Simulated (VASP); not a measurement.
## YSe: single point with LDA

YSe:

```
Y Se
1.0
     0.00000    2.82137    2.82137
     2.82137    0.00000    2.82137
     2.82137    2.82137    0.00000
Y Se
1 1
Direct
  0.50000 0.50000 0.50000
  0.00000 0.00000 0.00000
```

| Item | Value |
| --- | --- |
| Program | VASP 6.6.1 |
| Task | single point |
| Functional | LDA |
| Potentials or basis | VASP PAW LDA potentials, release 64 (Y_sv, Se) |
| Cutoff | 520 eV |
| k mesh | 12 × 12 × 12 |
| Occupations | fermi-dirac, width 0.1 eV |
| Spin | no spin polarisation |
| Dipole correction | no |
| Further INCAR settings | ALGO = Normal; EDIFF = 1e-06; NBANDS = 16 |

| Item | Value |
| --- | --- |
| Pressure | 0.2 GPa |
| Band gap on the k mesh | zero (an odd number of electrons rules out a gap without spin polarisation) |

Levels at points of the mesh, in eV from the Fermi level:
| k point | band 5 | band 6 | band 7 | band 8 | band 9 | band 10 | band 11 | band 12 | band 13 | band 14 |
| --- | --- | --- | --- | --- | --- | --- | --- | --- | --- | --- |
| (0.00, 0.00, 0.00) | -15.29 | -2.93 | -2.93 | -2.93 | -0.26 | -0.26 | -0.26 | 0.58 | 0.58 | 1.02 |
| (0.50, 0.00, 0.00) | -14.06 | -7.00 | -4.95 | -4.95 | 1.87 | 2.41 | 2.41 | 2.52 | 5.82 | 5.82 |
| (0.50, 0.50, 0.00) | -14.64 | -5.43 | -3.81 | -3.81 | -2.28 | 1.75 | 2.71 | 3.35 | 3.35 | 3.71 |

Run time: 54 s on 1 thread of Intel(R) Xeon(R) Platinum 8375C CPU @ 2.90GHz (Ice Lake) (shared host), peak memory 0.2 GiB.
